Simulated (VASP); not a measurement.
Wanted: the native input for a VASP 6.6.1 run.

* Task: electric field gradients
* Functional: LDA
* Potentials or basis: VASP PAW LDA potentials, release 64 (Sn_d)
* Cutoff: 520 eV
* k mesh: 9 × 9 × 9
* Occupations: fermi-dirac, width 0.03 eV
* Spin: no spin polarisation
* Dipole correction: no
* Further INCAR settings: ALGO = Normal; EDIFF = 1e-08; NBANDS = 21

The structure of Sn lies in POSCAR:

```
Sn
1.0
    0.0000000000      3.2017351634      3.2017351634
    3.2017351634      0.0000000000      3.2017351634
    3.2017351634      3.2017351634      0.0000000000
Sn
2
Direct
    0.5000000000      0.5000000000      0.5000000000
    0.7500000000      0.7500000000      0.7500000000
```

This isn't the form of Sn at room conditions, which is tetragonal (white tin).

One way to write it, as run:

INCAR

```
ALGO = Normal
EDIFF = 1E-8
ENCUT = 520
GGA = CA
ISIF = 2
ISMEAR = -1
LASPH = T
LCHARG = F
LEFG = T
LREAL = F
LWAVE = F
NBANDS = 21
NELM = 100
PREC = Accurate
SIGMA = 0.03
```

KPOINTS

```
k-points
0
Gamma
  9 9 9
```

Potentials or basis: VASP PAW LDA potentials, release 64 (Sn_d).

Run with:

```bash
$ cat potpaw_LDA.64/Sn_d/POTCAR > POTCAR
$ mpirun -np 1 vasp_std > vasp.out
```

Results of the run:

The pressure is 1.6 GPa. The band gap on the k mesh is zero (bands 14 and 15 overlap by 0.09 eV) and the largest electric field gradient by atom is zero within the noise of the run.

Caveat: spin-orbit coupling is left out, which moves the levels of the heavy elements.

Run time: 75 s on 1 thread of Intel Xeon 8259CL, with other jobs on the host, peak memory 0.19 GiB.
